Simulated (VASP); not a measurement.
Input of a VASP 6.6.1 run:

The input INCAR:

```
ALGO = Normal
EDIFF = 1E-6
ENCUT = 600
GGA = RP
GGA_COMPAT = False
ISIF = 2
ISMEAR = 0
LASPH = True
LCHARG = False
LREAL = False
LWAVE = False
NBANDS = 27
NELM = 120
PREC = Accurate
SIGMA = 0.05
```

KPOINTS

```
k-points
0
Gamma
  8 8 8
```

File POSCAR:

```
Cu3N
1.0
    3.9215216886      0.0000000000      0.0000000000
    0.0000000000      3.9215216886      0.0000000000
    0.0000000000      0.0000000000      3.9215216886
Cu N
3 1
Direct
    0.5000000000      0.0000000000      0.0000000000
    0.0000000000      0.5000000000      0.0000000000
    0.0000000000      0.0000000000      0.5000000000
    0.0000000000      0.0000000000      0.0000000000
```

Potentials or basis: VASP PAW PBE potentials, release 64 (Cu, N).

Launch:

```bash
$ cat potpaw_PBE.64/Cu/POTCAR potpaw_PBE.64/N/POTCAR > POTCAR
$ mpirun -np 1 vasp_std > vasp.out
```

Task: Predict the band gap on the k mesh.

Result: 0.48 eV (least direct gap 0.99 eV).

Task: Predict the pressure.

Result: -3.2 GPa.

Caveat: the cell stands under tension; semilocal functionals underestimate gaps, and a narrow one can read as zero; the PAW data sets were made with another functional, which shifts forces and pressure a little. A k mesh can miss the band edges.
